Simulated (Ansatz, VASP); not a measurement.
## One calculation of Sb, two programs

```
Sb
1.0
     3.12240    0.00000    0.00000
     0.00000    4.34752    0.00000
    -0.03891    0.00000    4.40585
Sb
2
Direct
  0.01139 0.25000 0.24117
  0.98861 0.75000 0.75883
```

Alike in both runs: task single point; functional PBEsol; k mesh 5 × 4 × 4; occupations fermi-dirac, width 0.03 eV; no spin polarisation.

```csv
,VASP,Ansatz
version,VASP 6.6.1,Ansatz 0.2.0
potentials or method,"VASP PAW PBE potentials, release 64 (Sb), cutoff 520 eV","all-electron LAPW, scalar-relativistic"
```

|  | VASP | Ansatz | Ansatz less VASP |
| --- | --- | --- | --- |
| gap on the k mesh at the Fermi level (eV) | none | none | - |
| pressure (GPa) | -2.0 | -2.0 | -0.08 |
| traceless stress, the component that is largest in VASP (GPa) | -1.71 | -1.71 | -0.006 |
| rms of the force components (eV/Å) | 0.137 | 0.130 | -0.0067 |

VASP's potentials were made for PBE, not for PBEsol. Atom by atom the forces differ by 0.007 eV/Å (rms over components). A gap of «none» marks a metal or a gap that the smearing closes. Ansatz ran all-electron here, and VASP with PAW potentials.

The k mesh is coarse, so the values compare programs but aren't converged. Spin-orbit coupling is off throughout. Noted on Ansatz's run: the k mesh is thin for a metal, which can move the energy by tens of meV per atom.
